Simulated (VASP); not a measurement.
# SnO2 (C2/m) in VASP: further runs

The runs below take SnO2 through single point, with PBE+D3(BJ).

Everything below comes from runs of VASP 6.6.1. Logs are shortened: lines on timing, memory, paths and dates and some standing lists are left out, and cuts for length are marked.

## Step 1: The cell of the first run

The structure is monoclinic, space group C2/m (No. 12). Conventional cell: a = 5.607 Å, b = 3.237 Å, c = 13.273 Å, α = 90.00°, β = 94.85°, γ = 90.00°. Sn (site symmetry 2/m) has 6 O at 2.12 Å within 2.8 Å. Sn (site symmetry m) has 6 O at 2.12 Å within 2.8 Å. O (site symmetry m) has 3 Sn at 2.12 Å and 3 O at 2.72 Å within 2.8 Å. O (site symmetry m) has 3 Sn at 2.12 Å and 4 O at 2.72 to 2.76 Å within 2.8 Å. O (site symmetry m) has 3 Sn at 2.12 Å and 3 O at 2.72 Å within 2.8 Å.

## Step 2: Single point, PBE+D3(BJ)

Input file INCAR:

```
  ALGO = Normal
  EDIFF = 1E-6
  ENCUT = 520
  GGA = PE
  ISIF = 2
  ISMEAR = 0
  IVDW = 12
  LASPH = T
  LCHARG = F
  LREAL = F
  LWAVE = F
  NBANDS = 49
  NELM = 100
  PREC = Accurate
  SIGMA = 0.05
```

Input file KPOINTS:

```
k-points
0
Gamma
  9 9 2
```

Input file POSCAR:

```
SnO2
1.0
   -3.2372529198      0.0000000000      0.0000000000
   -1.6186264599     -2.8035432670      0.0000000000
   -3.8847035037     -2.2428346137     13.2254773976
Sn O
3 6
Direct
    0.2772652764      0.2772652764      0.4867517379
    0.8702081902     -0.1297918098      0.1622397622
   -0.3156776375     -0.3156776375      0.8112637135
    0.4769569513      0.4769569513      0.2371371442
    0.2910711236     -0.7089288764      0.8861610955
   -0.1159859626     -0.1159859626      0.5616491199
    0.0775736014      0.0775736014      0.7363663315
    0.6705165153     -0.3294834847      0.4118543559
    0.2634594291      0.2634594291      0.0873423802
```

Potentials or basis: VASP PAW PBE potentials, release 64 (Sn_d, O).

On the command line:

```
cat potpaw_PBE.64/Sn_d/POTCAR potpaw_PBE.64/O/POTCAR > POTCAR
mpirun -np 1 vasp_std > vasp.out
```

OUTCAR:

```text
EDIFF = 1E-6
   ENCUT = 520
   GGA = PE
   ISIF = 2
   ISMEAR = 0
   IVDW = 12
   LASPH = T
   LREAL = F
   NELM = 100
   PREC = Accurate
 IVDW          = 12

 ion  position               nearest neighbor table
   1  0.277  0.277  0.487-   6 2.12   6 2.12   8 2.12   8 2.12   8 2.12   6 2.12
   2  0.870  0.870  0.162-   9 2.12   4 2.12   4 2.12   9 2.12   4 2.12   9 2.12
   3  0.684  0.684  0.811-   7 2.12   5 2.12   7 2.12   5 2.12   7 2.12   5 2.12
   4  0.477  0.477  0.237-   2 2.12   2 2.12   2 2.12
   5  0.291  0.291  0.886-   3 2.12   3 2.12   3 2.12
   6  0.884  0.884  0.562-   1 2.12   1 2.12   1 2.12
   7  0.078  0.078  0.736-   3 2.12   3 2.12   3 2.12
   8  0.671  0.671  0.412-   1 2.12   1 2.12   1 2.12
   9  0.263  0.263  0.087-   2 2.12   2 2.12   2 2.12

  LATTYP: Found a base centered monoclinic cell.
 ALAT       =     5.6070865340
 B/A-ratio  =     0.5773502692
 C/A-ratio  =     2.3671715936
 COS(beta)  =    -0.0844890166

  Lattice vectors:

 A1 = (  -3.2372529198,   0.0000000000,   0.0000000000)
 A2 = (  -1.6186264599,  -2.8035432670,   0.0000000000)
 A3 = (   0.9711758760,   0.5607086533,  13.2254773976)

Analysis of symmetry for initial positions (statically):
=====================================================================
 Subroutine PRICEL returns:
 Original cell was already a primitive cell.

 Routine SETGRP: Setting up the symmetry group for a
 base centered monoclinic supercell.

 Subroutine GETGRP returns: Found  4 space group operations
 (whereof  2 operations were pure point group operations)
 out of a pool of  4 trial point group operations.

The static configuration has the point symmetry C_1h.
 The point group associated with its full space group is C_2h.

Analysis of symmetry for dynamics (positions and initial velocities):
=====================================================================
 Subroutine PRICEL returns:
 Original cell was already a primitive cell.

 Routine SETGRP: Setting up the symmetry group for a
 base centered monoclinic supercell.

 Subroutine GETGRP returns: Found  4 space group operations
 (whereof  2 operations were pure point group operations)
 out of a pool of  4 trial point group operations.

The dynamic configuration has the point symmetry C_1h.
 The point group associated with its full space group is C_2h.

 Subroutine INISYM returns: Found  4 space group operations
 (whereof  2 operations are pure point group operations),
 and found     1 'primitive' translations

----------------------------------------------------------------------------------------

                                     Primitive cell

  volume of cell :     120.0315

  direct lattice vectors                    reciprocal lattice vectors
    -3.237252920  0.000000000  0.000000000    -0.308903884  0.178345741 -0.060489310
    -1.618626460 -2.803543267  0.000000000     0.000000000 -0.356691481 -0.060489310
    -3.884703504 -2.242834614 13.225477398     0.000000000  0.000000000  0.075611637

  length of vectors
     3.237252920  3.237252920 13.965474600     0.361784147  0.361784147  0.075611637

  position of ions in fractional coordinates (direct lattice)
     0.277265276  0.277265276  0.486751738
     0.870208190  0.870208190  0.162239762
     0.684322362  0.684322362  0.811263713
     0.476956951  0.476956951  0.237137144
     0.291071124  0.291071124  0.886161096
     0.884014037  0.884014037  0.561649120
     0.077573601  0.077573601  0.736366332
     0.670516515  0.670516515  0.411854356
     0.263459429  0.263459429  0.087342380

  ion indices of the primitive-cell ions
   primitive index   ion index
                 1           1
                 2           2
                 3           3
                 4           4
                 5           5
                 6           6
                 7           7
                 8           8
                 9           9

----------------------------------------------------------------------------------------

 KPOINTS: k-points

Automatic generation of k-mesh.
 Grid dimensions read from file:
 generate k-points for:    9    9    2

 Generating k-lattice:

  Cartesian coordinates                     Fractional coordinates (reciprocal lattice)
    -0.034322654  0.019816193 -0.006721034     0.111111111 -0.000000000  0.000000000
     0.000000000 -0.039632387 -0.006721034     0.000000000  0.111111111  0.000000000
     0.000000000  0.000000000  0.037805819     0.000000000  0.000000000  0.500000000

  Length of vectors
     0.040198239  0.040198239  0.037805819

  Shift w.r.t. Gamma in fractional coordinates (k-lattice)
     0.000000000  0.000000000  0.000000000

 Subroutine IBZKPT returns following result:
 ===========================================

 Found     50 irreducible k-points:

 Following reciprocal coordinates:
            Coordinates               Weight
  0.000000  0.000000  0.000000      1.000000
  0.111111  0.000000  0.000000      4.000000
  0.222222  0.000000  0.000000      4.000000
  0.333333  0.000000  0.000000      4.000000
  0.444444  0.000000  0.000000      4.000000
  0.111111  0.111111  0.000000      2.000000
[... 16 lines left out ...]
 -0.333333  0.333333  0.000000      2.000000
  0.444444  0.444444  0.000000      2.000000
 [... further k-points ...]
   k-points           NKPTS =     50   k-points in BZ     NKDIM =     50   number of bands    NBANDS=     49
   number of dos      NEDOS =    301   number of ions     NIONS =      9
   total plane-waves  NPLWV =  62208
   dimension x,y,z NGX =    24 NGY =   24 NGZ =  108
   dimension x,y,z NGXF=    48 NGYF=   48 NGZF=  216
   ions per type =               3   6
   NGX,Y,Z   is equivalent  to a cutoff of  12.32, 12.32, 12.86 a.u.
   NGXF,Y,Z  is equivalent  to a cutoff of  24.65, 24.65, 25.71 a.u.
 SYSTEM =  unknown system
   PREC   = accura    normal or accurate (medium, high low for compatibility)
   ISTART =      0    job   : 0-new  1-cont  2-samecut
   ICHARG =      2    charge: 1-file 2-atom 10-const
   ISPIN  =      1    spin polarized calculation?
   LNONCOLLINEAR =      F non collinear calculations
   LSORBIT =      F    spin-orbit coupling
   LASPH  =      T    aspherical Exc in radial PAW
   ENCUT  =  520.0 eV  38.22 Ry    6.18 a.u.   6.02  6.02 25.97*2*pi/ulx,y,z
   NELM   =    100;   NELMIN=  2; NELMDL= -5     # of ELM steps
   EDIFF  = 0.1E-05   stopping-criterion for ELM
   LREAL  =      F    real-space projection
   EDIFFG = 0.1E-04   stopping-criterion for IOM
   NSW    =      0    number of steps for IOM
   IBRION =     -1    ionic relax: 0-MD 1-quasi-New 2-CG
   NFREE  =      0    steps in history (QN), initial steepest desc. (CG)
   ISIF   =      2    stress and relaxation
   ISYM   =      2    0-nonsym 1-usesym 2-fastsym
   POTIM  = 0.5000    time-step for ionic-motion
   TEBEG  =    0.0;   TEEND  =   0.0 temperature during run
   PSTRESS=    0.0 pullay stress
   NELECT =      78.0000    total number of electrons
   NUPDOWN=      -1.0000    fix difference up-down
   EMIN   =  10.00;   EMAX   =-10.00  energy-range for DOS
   EFERMI =   0.00;   METHOD = LEGACY
   ISMEAR =     0;   SIGMA  =   0.05  broadening in eV -4-tet -1-fermi 0-gaus
   EFERMI_NEDOS =   21; number of points for ismear=-14 and -15
   IALGO  =     38    algorithm
   IMIX   =      4    mixing-type and parameters
     AMIX     =   0.40;   BMIX     =  1.00
     AMIX_MAG =   1.60;   BMIX_MAG =  1.00
  volume/ion in A,a.u.               =      13.34        90.00
  Fermi-wavevector in a.u.,A,eV,Ry     =   1.417995  2.679621 27.357357  2.010709
  Thomas-Fermi vector in A             =   2.539167
   LORBIT       =      0    0 simple, 1 ext, 2 COOP (PROOUT), +10 PAW based schemes
   GGA     = PE    functional components
   LHFCALC =     F    Hartree Fock is set to
   AEXX    =    0.0000 exact exchange contribution
   IVDW    =    12    specifies the selected vdW correction
   LEPSILON=     F    determine dielectric tensor
   LRPA    =     F    only Hartree local field effects (RPA)
 non-spin polarized calculation
 Gauss-broadening in eV      SIGMA  =   0.05
  energy-cutoff  :      520.00
  volume of cell :      120.03
 maximum number of plane-waves:      3274
   NGX = 13   NGY = 13   NGZ = 51

 number of electron      77.9999994 magnetization

 Free energy of the ion-electron system (eV)
  ---------------------------------------------------
  ext. energy  EPLUGINS =         0.00000000
  ---------------------------------------------------
  free energy    TOTEN  =       -54.41920623 eV

  energy without entropy =      -54.41920623  energy(sigma->0) =      -54.41920623

 E-fermi :   4.8433     XC(G=0): -10.5329

 val. band max:        4.5574529727   @ k =   0.4444   0.0000   0.5000
 cond. band min:       6.1326517969   @ k =   0.0000   0.0000   0.0000
 fundamental gap:      1.5751988242
 Fermi energy:         4.8432646218

 k-point     1 :       0.0000    0.0000    0.0000
  band No.  band energies     occupation
      1     -15.7191      2.00000
      2     -15.7169      2.00000
      3     -15.7104      2.00000
      4     -15.4683      2.00000
      5     -15.4683      2.00000
      6     -15.4680      2.00000
[... 41 lines left out ...]
     48      15.4040      0.00000
     49      15.4719      0.00000

 k-point     2 :       0.1111    0.0000    0.0000
  band No.  band energies     occupation
      1     -15.6770      2.00000
      2     -15.6751      2.00000
      3     -15.6678      2.00000
      4     -15.5631      2.00000
      5     -15.5618      2.00000
      6     -15.5572      2.00000
[... 41 lines left out ...]
     48      14.9192      0.00000
     49      15.5673      0.00000

 k-point     3 :       0.2222    0.0000    0.0000
  band No.  band energies     occupation
      1     -15.8516      2.00000
      2     -15.8485      2.00000
      3     -15.8416      2.00000
      4     -15.5205      2.00000
      5     -15.5196      2.00000
      6     -15.5097      2.00000
[... 1081 lines left out ...]
     48      14.5821      0.00000
     49      14.8237      0.00000

 k-point    24 :       0.4444    0.4444    0.0000
  band No.  band energies     occupation
      1     -16.2520      2.00000
      2     -16.2462      2.00000
      3     -16.2423      2.00000
      4     -15.4337      2.00000
      5     -15.4330      2.00000
      6     -15.4266      2.00000
[... 41 lines left out ...]
     48      14.9438      0.00000
     49      15.7825      0.00000

 [... further k-points ...]

------------------------ aborting loop because EDIFF is reached ----------------------------------------

 Edisp (eV)   -1.75531

 E8    (eV) :    -0.6966

  FORCE on cell =-STRESS in cart. coord.  units (eV):
  Direction    XX          YY          ZZ          XY          YZ          ZX
  --------------------------------------------------------------------------------------
  -------------------------------------------------------------------------------------
  Total       0.25596     0.15129     1.02267     0.09064    -0.21679    -0.37548
  in kB       3.41652     2.01947    13.65063     1.20988    -2.89365    -5.01194
  external pressure =        6.36 kB  Pullay stress =        0.00 kB

 VOLUME and BASIS-vectors are now :
 -----------------------------------------------------------------------------
  energy-cutoff  :      520.00
  volume of cell :      120.03
      direct lattice vectors                 reciprocal lattice vectors
    -3.237252920  0.000000000  0.000000000    -0.308903884  0.178345741 -0.060489310
    -1.618626460 -2.803543267  0.000000000     0.000000000 -0.356691481 -0.060489310
    -3.884703504 -2.242834614 13.225477398     0.000000000  0.000000000  0.075611637

 POSITION                                       TOTAL-FORCE (eV/Angst)
 -----------------------------------------------------------------------------------
     -3.23725     -1.86903      6.43752         0.000000      0.000000      0.000000
     -4.85588     -2.80354      2.14570        -0.005337     -0.003082      0.168990
     -6.47451     -3.73806     10.72935         0.005337      0.003082     -0.168990
     -3.23725     -1.86903      3.13625        -0.006732     -0.003887      0.056983
     -4.85588     -2.80354     11.71990         0.114422      0.066062      0.042380
     -6.47451     -3.73806      7.42808         0.000171      0.000099      0.055938
     -3.23725     -1.86903      9.73880         0.006732      0.003887     -0.056983
     -4.85588     -2.80354      5.44697        -0.000171     -0.000099     -0.055938
     -1.61863     -0.93451      1.15514        -0.114422     -0.066062     -0.042380
 -----------------------------------------------------------------------------------
    total drift:                                0.000031      0.000018     -0.000040

  FREE ENERGIE OF THE ION-ELECTRON SYSTEM (eV)
  ---------------------------------------------------
  free  energy   TOTEN  =       -56.1745135866 eV

  energy  without entropy=      -56.1745135866  energy(sigma->0) =      -56.17451359
```

Run time: 5.9 min. Hardware: 1 thread of Oxide Virtual Turin-like, shared host; peak memory 0.33 GiB.

Results:

```
Free energy                : -56.1745 eV
Pressure                   : 0.6 GPa
Largest force              : 0.169 eV/Å
Band gap on the k mesh     : 1.58 eV, indirect (least direct gap 1.64 eV)
Dispersion energy per atom : -0.195 eV
```

Forces on the atoms (eV/Å):
```
Sn   0.000  0.000  0.000
Sn  -0.005 -0.003  0.169
Sn   0.005  0.003 -0.169
O   -0.007 -0.004  0.057
O    0.114  0.066  0.042
O    0.000  0.000  0.056
O    0.007  0.004 -0.057
O    0.000  0.000 -0.056
O   -0.114 -0.066 -0.042
```

Levels at points of the mesh, in eV from the valence-band top:
| k point | band 35 | band 36 | band 37 | band 38 | band 39 | band 40 | band 41 | band 42 | band 43 | band 44 |
| --- | --- | --- | --- | --- | --- | --- | --- | --- | --- | --- |
| (0.00, 0.00, 0.00) | -1.18 | -1.16 | -1.11 | -1.10 | -0.06 | 1.58 | 2.85 | 3.06 | 5.41 | 5.51 |
| (0.00, 0.00, 0.50) | -1.13 | -1.12 | -1.11 | -0.65 | -0.56 | 2.07 | 2.20 | 3.34 | 5.36 | 5.63 |

Caveat: spin-orbit coupling is left out, which moves the levels of the heavy elements.

## Step 3: Single point, PBE+D3(BJ)

This run uses another cell than the first one, of the same volume but with other edges.

Input file INCAR:

```
SYSTEM = SnO2
ALGO     = Normal         ! electronic algorithm
EDIFF    = 1E-6           ! SCF threshold, eV
ENCUT    = 520            ! plane-wave cutoff, eV
GGA      = PE             ! functional
ISIF     = 2              ! what is computed and relaxed
ISMEAR   = 0              ! smearing method
IVDW     = 12             ! dispersion correction
LASPH    = .TRUE.         ! aspherical terms in the spheres
LCHARG   = .FALSE.        ! write CHGCAR
LREAL    = .FALSE.        ! projectors in reciprocal space
LWAVE    = .FALSE.        ! write WAVECAR
NBANDS   = 49             ! bands
NELM     = 60             ! most SCF steps
PREC     = Accurate       ! precision mode
SIGMA    = 0.05           ! smearing width, eV
```

Input file KPOINTS:

```
k-points
0
G
  9 9 2
  0 0 0
```

Input file POSCAR:

```
SnO2
1.0
   -3.2372529198      0.0000000000      0.0000000000
   -1.6186264599     -2.8035432670      0.0000000000
   -2.9135276278     -1.6821259603     13.2254773976
Sn O
3 6
Direct
    0.3746156239      0.3746156239      0.4867517379
    0.9026561427     -0.0973438573      0.1622397622
   -0.1534248948     -0.1534248948      0.8112637135
    0.5243843801      0.5243843801      0.2371371442
    0.4683033427     -0.5316966573      0.8861610955
   -0.0036561386     -0.0036561386      0.5616491199
    0.2248468677      0.2248468677      0.7363663315
    0.7528873865     -0.2471126135      0.4118543559
    0.2809279052      0.2809279052      0.0873423802
```

Potentials or basis: VASP PAW PBE potentials, release 64 (Sn_d, O).

On the command line:

```
cat potpaw_PBE.64/Sn_d/POTCAR potpaw_PBE.64/O/POTCAR > POTCAR
mpirun -np 1 vasp_std > vasp.out
```

It took 5.5 min on 1 thread of Oxide Virtual Turin-like, shared host; peak memory 0.34 GiB.

The run converged. Its results:

| Item | Value |
| --- | --- |
| Free energy | -56.1264 eV |
| Pressure | 0.8 GPa |
| Largest force | 0.225 eV/Å |
| Band gap on the k mesh | 1.54 eV, indirect (least direct gap 1.61 eV) |
| Dispersion energy per atom | -0.195 eV |

Forces on the atoms (eV/Å):
```
Sn   0.000  0.000  0.000
Sn  -0.005 -0.003  0.225
Sn   0.005  0.003 -0.225
O    0.002  0.001  0.056
O   -0.078 -0.045 -0.048
O    0.000  0.000  0.056
O   -0.002 -0.001 -0.056
O    0.000  0.000 -0.056
O    0.078  0.045  0.048
```

Stress tensor (GPa, compression positive):
```
0.17 0.01 0.27
0.01 0.16 0.15
0.27 0.15 2.03
```

Levels at points of the mesh, in eV from the valence-band top:
| k point | band 36 | band 37 | band 38 | band 39 | band 40 | band 41 | band 42 | band 43 |
| --- | --- | --- | --- | --- | --- | --- | --- | --- |
| (0.00, 0.00, 0.00) | -1.21 | -1.13 | -1.13 | -0.07 | 1.54 | 2.81 | 3.03 | 5.31 |
| (0.00, 0.00, 0.50) | -1.15 | -1.15 | -0.65 | -0.60 | 2.04 | 2.15 | 3.30 | 5.26 |

Caveat: spin-orbit coupling is left out, which moves the levels of the heavy elements. A k mesh can miss the band edges.

## Step 4: Single point, PBE+D3(BJ)

This run uses another cell than the first one, of 12.73 Å³/atom, 0.955 times its volume.

Input file INCAR:

```
SYSTEM = SnO2
PREC = Accurate
ENCUT = 520
EDIFF = 1E-7
ISMEAR = 0
SIGMA = 0.05
LREAL = .False.
LASPH = .True.
NELM = 100
ALGO = Normal
ISIF = 2
LWAVE = .False.
LCHARG = .False.
GGA = PE
IVDW = 12
NBANDS = 49
```

Input file KPOINTS:

```
regular mesh
0
Gamma
  9 9 2
  0 0 0
```

Input file POSCAR:

```
SnO2
1.0
   -3.2372529198      0.0000000000      0.0000000000
   -1.6186264599     -2.8035432670      0.0000000000
   -0.4855879380     -0.2803543268     12.6254773976
Sn O
3 6
Direct
    0.6156783048      0.6156783048      0.5098836190
    0.9830050125     -0.0169949875      0.1699498752
    0.2483515970      0.2483515970      0.8498173628
    0.6418260065      0.6418260065      0.2484066022
    0.9071725910     -0.0928274090      0.9282740898
    0.2744992987      0.2744992987      0.5883403460
    0.5895306031      0.5895306031      0.7713606359
    0.9568573108     -0.0431426892      0.4314268921
    0.3241840185      0.3241840185      0.0914931483
```

On the command line:

```
cat potpaw_PBE.64/Sn_d/POTCAR potpaw_PBE.64/O/POTCAR > POTCAR
mpirun -np 1 vasp_std > vasp.out
```

Run time: 6.5 min. Hardware: 1 thread of Oxide Virtual Turin-like, shared host; peak memory 0.32 GiB.

Results (log left out):

```yaml
Free_energy: -56.1953 eV
Pressure: 1.5 GPa
Largest_force: 0.326 eV/Å
Band_gap_on_the_k_mesh: 1.43 eV, direct
Dispersion_energy_per_atom: -0.206 eV
```

Forces on the atoms (eV/Å):
```
Sn   0.000  0.000  0.000
Sn   0.062  0.036  0.084
Sn  -0.062 -0.036 -0.084
O    0.023  0.013  0.058
O   -0.102 -0.059 -0.304
O    0.000  0.000  0.057
O   -0.023 -0.013 -0.058
O    0.000  0.000 -0.057
O    0.102  0.059  0.304
```

Stress tensor (GPa, compression positive):
```
 0.92 -0.88  0.85
-0.88  1.93  0.49
 0.85  0.49  1.74
```

Levels at points of the mesh, in eV from the valence-band top:
| k point | band 35 | band 36 | band 37 | band 38 | band 39 | band 40 | band 41 | band 42 | band 43 | band 44 |
| --- | --- | --- | --- | --- | --- | --- | --- | --- | --- | --- |
| (0.00, 0.00, 0.00) | -1.28 | -1.21 | -1.19 | -1.09 | 0.00 | 1.43 | 2.99 | 3.19 | 5.36 | 5.59 |
| (0.00, 0.00, 0.50) | -1.24 | -1.20 | -1.08 | -0.75 | -0.61 | 2.07 | 2.20 | 3.52 | 5.45 | 5.47 |

Caveat: spin-orbit coupling is left out, which moves the levels of the heavy elements. A hybrid or GW would open this gap; PBE tends to underestimate it.

(Part 1 of 2 ends here.)
